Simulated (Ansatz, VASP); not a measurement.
## F: VASP beside Ansatz

```
CELL_PARAMETERS angstrom
2.82378 -1.86820 0.29800
2.82378 1.86820 0.29800
-0.86690 0.00000 7.03747
ATOMIC_POSITIONS crystal
F 0.91386 0.58555 0.09393
F 0.41445 0.08614 0.40607
F 0.08614 0.41445 0.90607
F 0.58555 0.91386 0.59393
```

Change from the starting cell: volume 18.804 Å^3 an atom, stretch along a over the lengths across it, relative to the relaxed cell 0.9607.

Alike in both runs: task single point; functional PBE; dispersion D3(BJ); k mesh 8 × 8 × 4; occupations gaussian, width 0.05 eV; no spin polarisation.

|  | VASP | Ansatz |
| --- | --- | --- |
| version | VASP 6.6.1 | Ansatz 0.2.0 |
| potentials or method | VASP PAW PBE potentials, release 64 (F), cutoff 520 eV | scalar-relativistic, plane waves, PAW |
| valence electrons in the cell | 28 | 28 |

```csv
,VASP,Ansatz,Ansatz less VASP
gap on the k mesh at the Fermi level (eV),2.37,2.43,+0.061
least direct gap on the mesh (eV),2.37,2.43,+0.061
pressure (GPa),-3.8,-3.9,-0.12
"traceless stress, the component that is largest in VASP (GPa)",-4.47,-5.29,-0.821
rms of the force components (eV/Å),0.839,0.996,+0.1564
```

Atom by atom the forces differ by 0.156 eV/Å (rms over components).
